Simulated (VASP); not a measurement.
# In (I4/mmm) in VASP: further runs, part 3 of 3

VASP 6.6.1. Earlier steps stand in the parts before.

### 6 Electric field gradients, LDA (25.64 Å³/atom)

This run uses another cell than the first one, of 25.64 Å³/atom.

INCAR reads:

```
SYSTEM = In
  PREC = Accurate
  ENCUT = 400
  EDIFF = 1E-8
  ISMEAR = -1
  SIGMA = 0.05
  LREAL = .FALSE.
  LASPH = .TRUE.
  NELM = 120
  ALGO = Normal
  ISIF = 2
  LWAVE = .FALSE.
  LCHARG = .FALSE.
  LEFG = .TRUE.
  ISYM = 0
  NBANDS = 12
  GGA_COMPAT = .FALSE.
```

KPOINTS reads:

```
Automatic mesh
0
G
  12 12 14
  0 0 0
```

POSCAR reads:

```
In
1.0
   -1.6152359128      1.6152359128      2.4573458084
    1.6152359128     -1.6152359128      2.4573458084
    1.6152359128      1.6152359128     -2.4573458084
In
1
Direct
    0.0000000000      0.0000000000      0.0000000000
```

Potentials or basis: VASP PAW LDA potentials, release 64 (In_d).

Command:

```
$ cat potpaw_LDA.64/In_d/POTCAR > POTCAR
$ mpirun -np 1 vasp_std > vasp.out
```

OUTCAR:

```text
SYSTEM = In
   PREC = Accurate
   ENCUT = 400
   EDIFF = 1E-8
   ISMEAR = -1
   LREAL = .FALSE.
   LASPH = .TRUE.
   NELM = 120
   ISIF = 2
   ISYM = 0

 ion  position               nearest neighbor table
   1  0.000  0.000  0.000-

IMPORTANT INFORMATION: All symmetrisations will be switched off!
NOSYMM: (Re-)initialisation of all symmetry stuff for point group C_1.

----------------------------------------------------------------------------------------

                                     Primitive cell

  volume of cell :      25.6447

  direct lattice vectors                    reciprocal lattice vectors
    -1.615235913  1.615235913  2.457345808     0.000000000  0.309552305  0.203471566
     1.615235913 -1.615235913  2.457345808     0.309552305  0.000000000  0.203471566
     1.615235913  1.615235913 -2.457345808     0.309552305  0.309552305  0.000000000

  length of vectors
     3.355074147  3.355074147  3.355074147     0.370436645  0.370436645  0.437773068

  position of ions in fractional coordinates (direct lattice)
     0.000000000  0.000000000  0.000000000

  ion indices of the primitive-cell ions
   primitive index   ion index
                 1           1

----------------------------------------------------------------------------------------

 KPOINTS: Automatic mesh

Automatic generation of k-mesh.
 Grid dimensions read from file:
 generate k-points for:   12   12   14

 Generating k-lattice:

  Cartesian coordinates                     Fractional coordinates (reciprocal lattice)
     0.000000000  0.025796025  0.016955964     0.083333333 -0.000000000  0.000000000
     0.025796025  0.000000000  0.016955964    -0.000000000  0.083333333  0.000000000
     0.022110879  0.022110879  0.000000000     0.000000000  0.000000000  0.071428571

  Length of vectors
     0.030869720  0.030869720  0.031269505

  Shift w.r.t. Gamma in fractional coordinates (k-lattice)
     0.000000000  0.000000000  0.000000000

 -----------------------------------------------------------------------------
|                                                                             |
|           W    W    AA    RRRRR   N    N  II  N    N   GGGG   !!!           |
|           W    W   A  A   R    R  NN   N  II  NN   N  G    G  !!!           |
|           W    W  A    A  R    R  N N  N  II  N N  N  G       !!!           |
|           W WW W  AAAAAA  RRRRR   N  N N  II  N  N N  G  GGG   !            |
|           WW  WW  A    A  R   R   N   NN  II  N   NN  G    G                |
|           W    W  A    A  R    R  N    N  II  N    N   GGGG   !!!           |
|                                                                             |
|     Your reciprocal lattice and k-lattice belong to different lattice       |
|     classes:                                                                |
|                                                                             |
|        The reciprocal lattice is body-centered tetragonal,                  |
|        whereas your k-lattice is base-centered monoclinic.                  |
|                                                                             |
|     Results are often still useful ...                                      |
|                                                                             |
 -----------------------------------------------------------------------------

 WARNING: IBZKPT: internal override: KBLOWUP is changed to .FALSE.
[... 75 lines left out ...]
  Thomas-Fermi vector in A             =   2.436214
   LORBIT       =      0    0 simple, 1 ext, 2 COOP (PROOUT), +10 PAW based schemes
   GGA     = CA    functional components
   LHFCALC =     F    Hartree Fock is set to
   AEXX    =    0.0000 exact exchange contribution
   IVDW    =     0    specifies the selected vdW correction
   LEPSILON=     F    determine dielectric tensor
   LRPA    =     F    only Hartree local field effects (RPA)
 non-spin polarized calculation
  energy-cutoff  :      400.00
  volume of cell :       25.64
 maximum number of plane-waves:       483
 NGX is ok and might be reduce to    24
   NGX = 11   NGY = 11   NGZ = 11

 number of electron      13.0000007 magnetization

 Free energy of the ion-electron system (eV)
  ---------------------------------------------------
  ext. energy  EPLUGINS =         0.00000000
  ---------------------------------------------------
  free energy    TOTEN  =        -3.21213316 eV

  energy without entropy =       -3.20809359  energy(sigma->0) =       -3.21011337

 E-fermi :   7.4202     XC(G=0): -10.6218

 val. band max:        7.4192120614   @ k =   0.3333   0.0833   0.0000
 cond. band min:       7.4276217927   @ k =  -0.4167   0.3333   0.2143
 fundamental gap:      0.0084097313
 Fermi energy:         7.4201677487

 k-point     1 :       0.0000    0.0000    0.0000
  band No.  band energies     occupation
      1      -7.1996      2.00000
      2      -7.0869      2.00000
      3      -7.0861      2.00000
      4      -6.9981      2.00000
      5      -6.8879      2.00000
      6      -2.2563      2.00000
      7      18.0478      0.00000
      8      18.0489      0.00000
      9      18.2187      0.00000
     10      19.1743      0.00000
     11      21.6319      0.00000
     12      21.7541      0.00000
[... 331 lines left out ...]
 k-point    24 :       0.3333    0.1667    0.0000
  band No.  band energies     occupation
      1      -7.1406      2.00000
      2      -7.1014      2.00000
      3      -7.0369      2.00000
      4      -6.8665      2.00000
      5      -6.8430      2.00000
      6       1.6671      2.00000
      7       7.1324      1.99368
      8      12.1038      0.00000
      9      14.8528      0.00000
     10      17.7068      0.00000
     11      20.8840      0.00000
     12      22.7030      0.00000

 [... further k-points ...]

------------------------ aborting loop because EDIFF is reached ----------------------------------------

  FORCE on cell =-STRESS in cart. coord.  units (eV):
  Direction    XX          YY          ZZ          XY          YZ          ZX
  --------------------------------------------------------------------------------------
  -------------------------------------------------------------------------------------
  Total       -0.3150433     -0.3150423     -0.2364590     -0.0344871      0.0284724      0.0284717
  in kB      -19.6826096    -19.6825467    -14.7729840     -2.1546101      1.7788380      1.7787967
  external PRESSURE =     -18.0460468 kB  Pullay stress =       0.0000000 kB

 VOLUME and BASIS-vectors are now :
 -----------------------------------------------------------------------------
  energy-cutoff  :      400.00
  volume of cell :       25.64
      direct lattice vectors                 reciprocal lattice vectors
    -1.615235913  1.615235913  2.457345808     0.000000000  0.309552305  0.203471566
     1.615235913 -1.615235913  2.457345808     0.309552305  0.000000000  0.203471566
     1.615235913  1.615235913 -2.457345808     0.309552305  0.309552305  0.000000000

 POSITION                                       TOTAL-FORCE (eV/Angst)
 -----------------------------------------------------------------------------------
      0.00000      0.00000      0.00000        -0.000001      0.000000     -0.000000
 -----------------------------------------------------------------------------------
    total drift:                               -0.000001      0.000000     -0.000000

  FREE ENERGIE OF THE ION-ELECTRON SYSTEM (eV)
  ---------------------------------------------------
  free  energy   TOTEN  =        -3.2121331571 eV

  energy  without entropy=       -3.2080935880  energy(sigma->0) =       -3.21011337

 Electric field gradients (V/A^2)
---------------------------------------------------------------------
 ion       V_xx      V_yy      V_zz      V_xy      V_xz      V_yz
---------------------------------------------------------------------
   1      -9.525    -9.525    19.050     2.218    -1.832    -1.832
---------------------------------------------------------------------

 Electric field gradients after diagonalization (V/A^2)
 (convention: |V_zz| > |V_xx| > |V_yy|)
----------------------------------------------------------------------
 ion       V_xx      V_yy      V_zz     asymmetry (V_yy - V_xx)/ V_zz
----------------------------------------------------------------------
   1     -11.743    -7.559    19.302       0.217
----------------------------------------------------------------------

           NMR quadrupolar parameters

 Cq : quadrupolar parameter    Cq=e*Q*V_zz/h
 eta: asymmetry parameters     (V_yy - V_xx)/ V_zz
 Q  : nuclear electric quadrupole moment in mb (millibarn)
----------------------------------------------------------------------
 ion       Cq(MHz)       eta       Q (mb)
----------------------------------------------------------------------
   1       0.047       0.217       1.000
----------------------------------------------------------------------
```

OSZICAR:

```text
N       E                     dE             d eps       ncg     rms          rms(c)
DAV:   1     0.713553546274E+02    0.71355E+02   -0.53927E+03 24880   0.116E+03
DAV:   2     0.133504706235E+00   -0.71222E+02   -0.69344E+02 25724   0.265E+02
DAV:   3    -0.317262832549E+01   -0.33061E+01   -0.32982E+01 29152   0.603E+01
DAV:   4    -0.324456514018E+01   -0.71937E-01   -0.71917E-01 30912   0.868E+00
DAV:   5    -0.324774524347E+01   -0.31801E-02   -0.31800E-02 33392   0.159E+00    0.249E+00
DAV:   6    -0.321935279993E+01    0.28392E-01   -0.41044E-02 30744   0.416E+00    0.122E+00
DAV:   7    -0.321281304947E+01    0.65398E-02   -0.11577E-02 35048   0.197E+00    0.257E-01
DAV:   8    -0.321213584959E+01    0.67720E-03   -0.76449E-04 29440   0.516E-01    0.187E-02
DAV:   9    -0.321213294986E+01    0.28997E-05   -0.12339E-05 36128   0.439E-02    0.164E-02
DAV:  10    -0.321213315732E+01   -0.20746E-06   -0.54461E-07 27520   0.827E-03    0.498E-04
DAV:  11    -0.321213315714E+01    0.17985E-09   -0.20626E-08 27576   0.198E-03
   1 F= -.32121332E+01 E0= -.32101134E+01  d E =-.403957E-02
```

stdout:

```text
POSCAR found type information on POSCAR In
 POSCAR found :  1 types and       1 ions
 scaLAPACK will be used
 LDA part: xc-table for (Slater(with rela. corr.)+CA(PZ))
 , standard interpolation
 -----------------------------------------------------------------------------
[... 26 lines left out ...]
     0.0000778    -0.0062599     0.0087962     0.2286484     0.0087957     0.0000001
     0.0001071    -0.0062599     0.0087962     0.2286484     0.0087957     0.0000001
     0.0001475    -0.0062599     0.0087962     0.2286484     0.0087957     0.0000001

     0.0000565    -2.0365548     1.6858177   -15.2232932     1.6858155     0.0000148
     0.0000778    -2.0363871     1.6856842   -15.2215443     1.6856821     0.0000148
     0.0001071    -2.0361211     1.6854731   -15.2187385     1.6854709     0.0000148
     0.0001475    -2.0357013     1.6851404   -15.2142554     1.6851383     0.0000148
```

Wall time 3.5 min (1 thread of Oxide Virtual Turin-like, shared host); peak memory 0.26 GiB.

Results:

| Quantity | Value |
| --- | --- |
| Free energy | -3.2121 eV |
| Pressure | -1.8 GPa |
| Band gap on the k mesh | zero (an odd number of electrons rules out a gap without spin polarisation) |
| Largest electric field gradient by atom | In +19.3 V/Å² |

Levels at points of the mesh, in eV from the Fermi level:
```csv
k point,band 4,band 5,band 6,band 7,band 8,band 9
"(0.00, 0.00, 0.00)",-14.42,-14.31,-9.68,10.63,10.63,10.80
"(0.50, 0.00, 0.00)",-14.21,-14.17,-4.35,-3.41,7.59,9.22
"(0.00, 0.50, 0.00)",-14.21,-14.17,-4.35,-3.41,7.59,9.22
"(0.50, 0.50, 0.00)",-14.19,-14.10,-1.98,-1.65,3.54,3.97
"(0.00, 0.00, 0.50)",-14.19,-14.10,-1.99,-1.65,3.54,3.97
"(0.50, 0.00, 0.50)",-14.21,-14.17,-4.35,-3.41,7.59,9.22
"(0.00, 0.50, 0.50)",-14.21,-14.17,-4.35,-3.41,7.59,9.22
"(0.50, 0.50, 0.50)",-14.16,-14.16,-2.94,-2.70,4.75,4.76
```

Electric field gradients, principal values (V/Å²):
| atom | least | middle | greatest (by size) |
| --- | --- | --- | --- |
| 1 In | -7.559 | -11.743 | 19.302 |

Caveat: without QUAD_EFG the Cq values of the log hold for a quadrupole moment of 1 mb, not for the nuclei; spin-orbit coupling is left out, which moves the levels of the heavy elements.

### 7 The runs side by side

```tsv
cell	cutoff (eV)	gap on the mesh (eV)	pressure (GPa)
a = 3.378 Å, angles 122.4, 122.4, 85.8°, 1 atom	520	none	-2.6
a = 3.444 Å, angles 122.4, 122.4, 85.8°, 1 atom	520	none	-4.4
a = 3.324 Å, angles 121.4, 121.4, 87.6°, 1 atom	400	none	-1.4
a = 3.355 Å, angles 122.4, 122.4, 85.8°, 1 atom	400	none	-1.8
```

Alike in all rows: task electric field gradients; level LDA; potentials or basis VASP PAW LDA potentials, release 64 (In_d); no spin polarisation; k mesh 12 × 12 × 14; smearing fermi-dirac 0.05 eV.

Caveats: spin-orbit coupling is left out, which moves the levels of the heavy elements; the cell stands under tension (at least some runs).

Absolute energies hang on the potentials; compare differences alone.
